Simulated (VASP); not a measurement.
# NaH (zincblende type) (F-43m) in VASP: notebook

The runs below take NaH (zincblende type) through single point, with r2SCAN.

All numbers are computed with VASP 6.6.1; they aren't measurements. Logs are shortened: lines on timing, memory, paths and dates and some standing lists are left out, and cuts for length are marked.

## Step 1: The cell of the first run

The structure is cubic, space group F-43m (No. 216). The conventional cell has a = 4.122 Å, b = 4.122 Å, c = 4.122 Å, α = 90.00°, β = 90.00°, γ = 90.00°. Within 2.4 Å of Na (site symmetry -43m) lie 4 H at 1.78 Å. H (site symmetry -43m) has 4 Na at 1.78 Å within 2.4 Å.

## Step 2: Single point, r2SCAN (8.75 Å³/atom)

Contents of POSCAR:

```
NaH
1.0
    0.0000000000      2.0608913488      2.0608913488
    2.0608913488      0.0000000000      2.0608913488
    2.0608913488      2.0608913488      0.0000000000
Na H
1 1
Direct
    0.0000000000      0.0000000000      0.0000000000
    0.2500000000      0.2500000000      0.2500000000
```

Contents of INCAR.step1:

```
SYSTEM = NaH
  PREC = Accurate
  ENCUT = 520
  ISMEAR = -1
  SIGMA = 0.1
  LREAL = .False.
  LASPH = .True.
  NELM = 60
  NBANDS = 11
  GGA = PE
  ALGO = Normal
  EDIFF = 1E-4
  LWAVE = .True.
  LCHARG = .False.
```

Contents of INCAR.step2:

```
SYSTEM = NaH
  PREC = Accurate
  ENCUT = 520
  EDIFF = 1E-7
  ISMEAR = -1
  SIGMA = 0.1
  LREAL = .False.
  LASPH = .True.
  NELM = 60
  ALGO = Normal
  ISIF = 2
  LWAVE = .False.
  LCHARG = .True.
  METAGGA = R2SCAN
  LMIXTAU = .True.
  LELF = .True.
  LVHAR = .True.
  NBANDS = 11
  ISTART = 1
```

Contents of KPOINTS:

```
Automatic mesh
0
Gamma
  16 16 16
  0 0 0
```

Potentials or basis: VASP PAW PBE potentials, release 64 (Na_pv, H).

Started as:

```
$ cat potpaw_PBE.64/Na_pv/POTCAR potpaw_PBE.64/H/POTCAR > POTCAR
$ cp INCAR.step1 INCAR
$ mpirun -np 1 vasp_std > vasp.out
$ cp INCAR.step2 INCAR
$ mpirun -np 1 vasp_std > vasp.out
```

OUTCAR:

```text
SYSTEM = NaH
   PREC = Accurate
   ENCUT = 520
   EDIFF = 1E-7
   ISMEAR = -1
   LREAL = .False.
   LASPH = .True.
   NELM = 60
   ISIF = 2
   METAGGA = R2SCAN
   ISTART = 1

 ion  position               nearest neighbor table
   1  0.000  0.000  0.000-   2 1.78   2 1.78   2 1.78   2 1.78
   2  0.250  0.250  0.250-   1 1.78   1 1.78   1 1.78   1 1.78

  LATTYP: Found a face centered cubic cell.
 ALAT       =     4.1217826976

  Lattice vectors:

 A1 = (   0.0000000000,   2.0608913488,   2.0608913488)
 A2 = (   2.0608913488,   0.0000000000,   2.0608913488)
 A3 = (   2.0608913488,   2.0608913488,   0.0000000000)

Analysis of symmetry for initial positions (statically):
=====================================================================
 Subroutine PRICEL returns:
 Original cell was already a primitive cell.

 Routine SETGRP: Setting up the symmetry group for a
 face centered cubic supercell.

 Subroutine GETGRP returns: Found 24 space group operations
 (whereof 24 operations were pure point group operations)
 out of a pool of 48 trial point group operations.

The static configuration has the point symmetry T_d .

Analysis of symmetry for dynamics (positions and initial velocities):
=====================================================================
 Subroutine PRICEL returns:
 Original cell was already a primitive cell.

 Routine SETGRP: Setting up the symmetry group for a
 face centered cubic supercell.

 Subroutine GETGRP returns: Found 24 space group operations
 (whereof 24 operations were pure point group operations)
 out of a pool of 48 trial point group operations.

The dynamic configuration has the point symmetry T_d .

 Subroutine INISYM returns: Found 24 space group operations
 (whereof 24 operations are pure point group operations),
 and found     1 'primitive' translations

----------------------------------------------------------------------------------------

                                     Primitive cell

  volume of cell :      17.5063

  direct lattice vectors                    reciprocal lattice vectors
     0.000000000  2.060891349  2.060891349    -0.242613469  0.242613469  0.242613469
     2.060891349  0.000000000  2.060891349     0.242613469 -0.242613469  0.242613469
     2.060891349  2.060891349  0.000000000     0.242613469  0.242613469 -0.242613469

  length of vectors
     2.914540496  2.914540496  2.914540496     0.420218855  0.420218855  0.420218855

  position of ions in fractional coordinates (direct lattice)
     0.000000000  0.000000000  0.000000000
     0.250000000  0.250000000  0.250000000

  ion indices of the primitive-cell ions
   primitive index   ion index
                 1           1
                 2           2

----------------------------------------------------------------------------------------

 KPOINTS: Automatic mesh

Automatic generation of k-mesh.
 Grid dimensions read from file:
 generate k-points for:   16   16   16

 Generating k-lattice:

  Cartesian coordinates                     Fractional coordinates (reciprocal lattice)
    -0.015163342  0.015163342  0.015163342     0.062500000  0.000000000  0.000000000
     0.015163342 -0.015163342  0.015163342     0.000000000  0.062500000  0.000000000
     0.015163342  0.015163342 -0.015163342     0.000000000  0.000000000  0.062500000

  Length of vectors
     0.026263678  0.026263678  0.026263678

  Shift w.r.t. Gamma in fractional coordinates (k-lattice)
     0.000000000  0.000000000  0.000000000

 Subroutine IBZKPT returns following result:
 ===========================================

 Found    145 irreducible k-points:

 Following reciprocal coordinates:
            Coordinates               Weight
  0.000000  0.000000  0.000000      1.000000
  0.062500  0.000000  0.000000      8.000000
  0.125000  0.000000  0.000000      8.000000
  0.187500  0.000000  0.000000      8.000000
  0.250000  0.000000  0.000000      8.000000
  0.312500  0.000000  0.000000      8.000000
[... 16 lines left out ...]
 -0.125000  0.062500  0.000000     24.000000
 -0.062500  0.062500  0.000000     12.000000
 [... further k-points ...]
   k-points           NKPTS =    145   k-points in BZ     NKDIM =    145   number of bands    NBANDS=     11
   number of dos      NEDOS =    301   number of ions     NIONS =      2
   total plane-waves  NPLWV =  13824
   dimension x,y,z NGX =    24 NGY =   24 NGZ =   24
   dimension x,y,z NGXF=    48 NGYF=   48 NGZF=   48
   ions per type =               1   1
   NGX,Y,Z   is equivalent  to a cutoff of  13.69, 13.69, 13.69 a.u.
   NGXF,Y,Z  is equivalent  to a cutoff of  27.38, 27.38, 27.38 a.u.
 SYSTEM =  NaH
   PREC   = accura    normal or accurate (medium, high low for compatibility)
   ISTART =      1    job   : 0-new  1-cont  2-samecut
   ICHARG =      0    charge: 1-file 2-atom 10-const
   ISPIN  =      1    spin polarized calculation?
   LNONCOLLINEAR =      F non collinear calculations
   LSORBIT =      F    spin-orbit coupling
   LASPH  =      T    aspherical Exc in radial PAW
   ENCUT  =  520.0 eV  38.22 Ry    6.18 a.u.   5.42  5.42  5.42*2*pi/ulx,y,z
   NELM   =     60;   NELMIN=  2; NELMDL=  0     # of ELM steps
   EDIFF  = 0.1E-06   stopping-criterion for ELM
   LREAL  =      F    real-space projection
   EDIFFG = 0.1E-05   stopping-criterion for IOM
   NSW    =      0    number of steps for IOM
   IBRION =     -1    ionic relax: 0-MD 1-quasi-New 2-CG
   NFREE  =      0    steps in history (QN), initial steepest desc. (CG)
   ISIF   =      2    stress and relaxation
   ISYM   =      2    0-nonsym 1-usesym 2-fastsym
   POTIM  = 0.5000    time-step for ionic-motion
   TEBEG  =    0.0;   TEEND  =   0.0 temperature during run
   PSTRESS=    0.0 pullay stress
   NELECT =       8.0000    total number of electrons
   NUPDOWN=      -1.0000    fix difference up-down
   EMIN   =  10.00;   EMAX   =-10.00  energy-range for DOS
   EFERMI =   0.00;   METHOD = LEGACY
   ISMEAR =    -1;   SIGMA  =   0.10  broadening in eV -4-tet -1-fermi 0-gaus
   EFERMI_NEDOS =   21; number of points for ismear=-14 and -15
   IALGO  =     38    algorithm
   IMIX   =      4    mixing-type and parameters
     AMIX     =   0.40;   BMIX     =  1.00
     AMIX_MAG =   1.60;   BMIX_MAG =  1.00
  volume/ion in A,a.u.               =       8.75        59.07
  Fermi-wavevector in a.u.,A,eV,Ry     =   1.260975  2.382897 21.634044  1.590057
  Thomas-Fermi vector in A             =   2.394457
   LORBIT       =      0    0 simple, 1 ext, 2 COOP (PROOUT), +10 PAW based schemes
   METAGGA = R2SCAN    functional components
   LHFCALC =     F    Hartree Fock is set to
   AEXX    =    0.0000 exact exchange contribution
   IVDW    =     0    specifies the selected vdW correction
   LEPSILON=     F    determine dielectric tensor
   LRPA    =     F    only Hartree local field effects (RPA)
 non-spin polarized calculation
  energy-cutoff  :      520.00
  volume of cell :       17.51
 maximum number of plane-waves:       495
 NGX is ok and might be reduce to    24
   NGX = 11   NGY = 11   NGZ = 11

 number of electron       7.9999994 magnetization

 Free energy of the ion-electron system (eV)
  ---------------------------------------------------
  ext. energy  EPLUGINS =         0.00000000
  ---------------------------------------------------
  free energy    TOTEN  =        -6.04027780 eV

  energy without entropy =       -6.04027780  energy(sigma->0) =       -6.04027780

 E-fermi :   3.0586     XC(G=0):  -9.9213

 val. band max:        0.8768539406   @ k =  -0.2500   0.5000   0.2500
 cond. band min:       5.4799311864   @ k =   0.5000   0.0000   0.0000
 fundamental gap:      4.6030772458
 Fermi energy:         3.0586490557

 k-point     1 :       0.0000    0.0000    0.0000
  band No.  band energies     occupation
      1     -21.3325      2.00000
      2     -21.3324      2.00000
      3     -21.3324      2.00000
      4      -4.2610      2.00000
      5      14.1105      0.00000
      6      19.3265      0.00000
      7      19.3265      0.00000
      8      19.3267      0.00000
      9      25.9308      0.00000
     10      25.9312      0.00000
     11      25.9312      0.00000

 k-point     2 :       0.0625    0.0000    0.0000
  band No.  band energies     occupation
      1     -21.3510      2.00000
      2     -21.3344      2.00000
      3     -21.3343      2.00000
      4      -4.1579      2.00000
      5      13.5893      0.00000
      6      19.3048      0.00000
      7      19.3050      0.00000
      8      19.5363      0.00000
      9      25.5471      0.00000
     10      25.6637      0.00000
     11      25.6640      0.00000

 k-point     3 :       0.1250    0.0000    0.0000
  band No.  band energies     occupation
      1     -21.4035      2.00000
      2     -21.3398      2.00000
      3     -21.3397      2.00000
      4      -3.8538      2.00000
      5      12.3765      0.00000
      6      19.2345      0.00000
      7      19.2346      0.00000
      8      19.6847      0.00000
      9      25.0957      0.00000
     10      25.0959      0.00000
     11      25.4281      0.00000

 k-point     4 :       0.1875    0.0000    0.0000
  band No.  band energies     occupation
      1     -21.4806      2.00000
      2     -21.3479      2.00000
      3     -21.3478      2.00000
      4      -3.3686      2.00000
      5      10.9110      0.00000
      6      19.1042      0.00000
      7      19.1042      0.00000
      8      19.3697      0.00000
      9      24.5191      0.00000
     10      24.5191      0.00000
     11      25.9689      0.00000
[... 239 lines left out ...]
 k-point    22 :      -0.1875    0.0625    0.0000
  band No.  band energies     occupation
      1     -21.5139      2.00000
      2     -21.3660      2.00000
      3     -21.3468      2.00000
      4      -3.0887      2.00000
      5      10.3274      0.00000
      6      17.2996      0.00000
      7      19.7318      0.00000
      8      20.3731      0.00000
      9      23.1325      0.00000
     10      24.4160      0.00000
     11      27.4333      0.00000

 k-point    23 :      -0.1250    0.0625    0.0000
  band No.  band energies     occupation
      1     -21.4352      2.00000
      2     -21.3544      2.00000
      3     -21.3393      2.00000
      4      -3.6232      2.00000
      5      11.7146      0.00000
      6      17.9346      0.00000
      7      19.7515      0.00000
      8      20.4391      0.00000
      9      23.7148      0.00000
     10      24.4284      0.00000
     11      27.4017      0.00000

 k-point    24 :      -0.0625    0.0625    0.0000
  band No.  band energies     occupation
      1     -21.3776      2.00000
      2     -21.3432      2.00000
      3     -21.3349      2.00000
      4      -3.9876      2.00000
      5      12.8989      0.00000
      6      18.6273      0.00000
      7      19.5717      0.00000
      8      20.0803      0.00000
      9      24.6222      0.00000
     10      24.7145      0.00000
     11      27.1094      0.00000

 [... further k-points ...]

------------------------ aborting loop because EDIFF is reached ----------------------------------------

  FORCE on cell =-STRESS in cart. coord.  units (eV):
  Direction    XX          YY          ZZ          XY          YZ          ZX
  --------------------------------------------------------------------------------------
  -------------------------------------------------------------------------------------
  Total        5.0010901      5.0010901      5.0010901      0.0000000      0.0000000     -0.0000000
  in kB      457.6990180    457.6990180    457.6990180      0.0000000      0.0000000     -0.0000000
  external PRESSURE =     457.6990180 kB  Pullay stress =       0.0000000 kB

 VOLUME and BASIS-vectors are now :
 -----------------------------------------------------------------------------
  energy-cutoff  :      520.00
  volume of cell :       17.51
      direct lattice vectors                 reciprocal lattice vectors
     0.000000000  2.060891349  2.060891349    -0.242613469  0.242613469  0.242613469
     2.060891349  0.000000000  2.060891349     0.242613469 -0.242613469  0.242613469
     2.060891349  2.060891349  0.000000000     0.242613469  0.242613469 -0.242613469

 POSITION                                       TOTAL-FORCE (eV/Angst)
 -----------------------------------------------------------------------------------
      0.00000      0.00000      0.00000        -0.000000     -0.000000      0.000000
      1.03045      1.03045      1.03045         0.000000      0.000000     -0.000000
 -----------------------------------------------------------------------------------
    total drift:                               -0.000014     -0.000014     -0.000014

  FREE ENERGIE OF THE ION-ELECTRON SYSTEM (eV)
  ---------------------------------------------------
  free  energy   TOTEN  =        -6.0402778020 eV

  energy  without entropy=       -6.0402778020  energy(sigma->0) =       -6.04027780
```

Run time: 31 s. Hardware: 1 thread of Intel Xeon 6975P-C (Granite Rapids), shared host; peak memory 0.15 GiB.

What came out:

- Free energy: -6.0403 eV
- Pressure: 45.8 GPa
- Band gap on the k mesh: 4.60 eV (least direct gap 5.87 eV)

Caveat: the cell stands under pressure; the PAW data sets were made with another functional, which shifts forces and pressure a little. A k mesh can miss the band edges.

## Step 3: Single point, r2SCAN (8.75 Å³/atom)

POSCAR is that of step 2.

Contents of INCAR.step1:

```
PREC = Accurate ; ENCUT = 520
ISMEAR = -1 ; SIGMA = 0.1
LREAL = False ; LASPH = True
NELM = 80 ; NBANDS = 11
GGA = PE ; ALGO = Normal
EDIFF = 1E-4 ; LWAVE = True
LCHARG = False
```

Contents of INCAR.step2:

```
PREC = Accurate ; ENCUT = 520
EDIFF = 1E-6 ; ISMEAR = -1
SIGMA = 0.1 ; LREAL = False
LASPH = True ; NELM = 80
ALGO = Normal ; ISIF = 2
LWAVE = False ; LCHARG = False
METAGGA = R2SCAN ; LMIXTAU = True
NBANDS = 11 ; ISTART = 1
```

Contents of KPOINTS:

```
Automatic mesh
0
Gamma
  16 16 16
```

Potentials or basis: VASP PAW PBE potentials, release 64 (Na_pv, H).

Started as:

```
$ cat potpaw_PBE.64/Na_pv/POTCAR potpaw_PBE.64/H/POTCAR > POTCAR
$ cp INCAR.step1 INCAR
$ mpirun -np 1 vasp_std > vasp.out
$ cp INCAR.step2 INCAR
$ mpirun -np 1 vasp_std > vasp.out
```

It took 28 s on 1 thread of Intel Xeon 6975P-C (Granite Rapids), shared host; peak memory 0.15 GiB.

It converged, with:

```
Free energy            : -6.0403 eV
Pressure               : 45.7 GPa
Band gap on the k mesh : 4.60 eV (least direct gap 5.87 eV)
```

Levels at points of the mesh, in eV from the valence-band top:
| k point | band 1 | band 2 | band 3 | band 4 | band 5 | band 6 | band 7 | band 8 | band 9 |
| --- | --- | --- | --- | --- | --- | --- | --- | --- | --- |
| (0.00, 0.00, 0.00) | -22.21 | -22.21 | -22.21 | -5.14 | 13.23 | 18.45 | 18.45 | 18.45 | 25.05 |
| (0.50, 0.00, 0.00) | -22.67 | -22.26 | -22.26 | -1.27 | 4.60 | 16.79 | 17.42 | 17.42 | 22.59 |
| (0.50, 0.50, 0.00) | -22.65 | -22.35 | -22.35 | -0.08 | 6.24 | 9.85 | 14.89 | 14.89 | 21.28 |

Caveat: the cell stands under pressure; the PAW data sets were made with another functional, which shifts forces and pressure a little.

## Step 4: Single point, r2SCAN (10.50 Å³/atom)

This run uses another cell than the first one, of 10.50 Å³/atom.

Contents of POSCAR:

```
NaH
1.0
    0.0000000000      2.1900238519      2.1900238519
    2.1900238519      0.0000000000      2.1900238519
    2.1900238519      2.1900238519      0.0000000000
Na H
1 1
Direct
    0.0000000000      0.0000000000      0.0000000000
    0.2500000000      0.2500000000      0.2500000000
```

Contents of INCAR.step1:

```
SYSTEM = NaH
PREC     = Accurate       ! precision mode
ENCUT    = 520            ! plane-wave cutoff, eV
ISMEAR   = -1             ! smearing method
SIGMA    = 0.1            ! smearing width, eV
LREAL    = .False.        ! projectors in reciprocal space
LASPH    = .True.         ! aspherical terms in the spheres
NELM     = 60             ! most SCF steps
NBANDS   = 11             ! bands
GGA      = PE             ! functional
ALGO     = Normal         ! electronic algorithm
EDIFF    = 1E-4           ! SCF threshold, eV
LWAVE    = .True.         ! write WAVECAR
LCHARG   = .False.        ! write CHGCAR
```

Contents of INCAR.step2:

```
SYSTEM = NaH
PREC     = Accurate       ! precision mode
ENCUT    = 520            ! plane-wave cutoff, eV
EDIFF    = 1E-6           ! SCF threshold, eV
ISMEAR   = -1             ! smearing method
SIGMA    = 0.1            ! smearing width, eV
LREAL    = .False.        ! projectors in reciprocal space
LASPH    = .True.         ! aspherical terms in the spheres
NELM     = 60             ! most SCF steps
ALGO     = Normal         ! electronic algorithm
ISIF     = 2              ! what is computed and relaxed
LWAVE    = .False.        ! write WAVECAR
LCHARG   = .False.        ! write CHGCAR
METAGGA  = R2SCAN         ! meta-GGA
LMIXTAU  = .True.       
NBANDS   = 11             ! bands
ISTART   = 1
```

Contents of KPOINTS:

```
Automatic mesh
0
Gamma
  16 16 16
  0 0 0
```

Started as:

```
$ cat potpaw_PBE.64/Na_pv/POTCAR potpaw_PBE.64/H/POTCAR > POTCAR
$ cp INCAR.step1 INCAR
$ mpirun -np 1 vasp_std > vasp.out
$ cp INCAR.step2 INCAR
$ mpirun -np 1 vasp_std > vasp.out
```

It took 32 s on 1 thread of Intel Xeon 6975P-C (Granite Rapids), shared host; peak memory 0.15 GiB.

The run converged. Its results:

```yaml
Free_energy: -6.7755 eV
Pressure: 23.8 GPa
Band_gap_on_the_k_mesh: 4.47 eV (least direct gap 5.57 eV)
```

Levels at points of the mesh, in eV from the valence-band top:
| k point | band 1 | band 2 | band 3 | band 4 | band 5 | band 6 | band 7 | band 8 |
| --- | --- | --- | --- | --- | --- | --- | --- | --- |
| (0.00, 0.00, 0.00) | -22.21 | -22.21 | -22.21 | -4.40 | 11.98 | 17.16 | 17.16 | 17.16 |
| (0.50, 0.00, 0.00) | -22.47 | -22.24 | -22.24 | -1.09 | 4.47 | 15.33 | 16.25 | 16.26 |
| (0.50, 0.50, 0.00) | -22.46 | -22.29 | -22.29 | -0.09 | 6.16 | 9.36 | 13.53 | 13.53 |

Caveat: the cell stands under pressure; the PAW data sets were made with another functional, which shifts forces and pressure a little. A k mesh can miss the band edges.
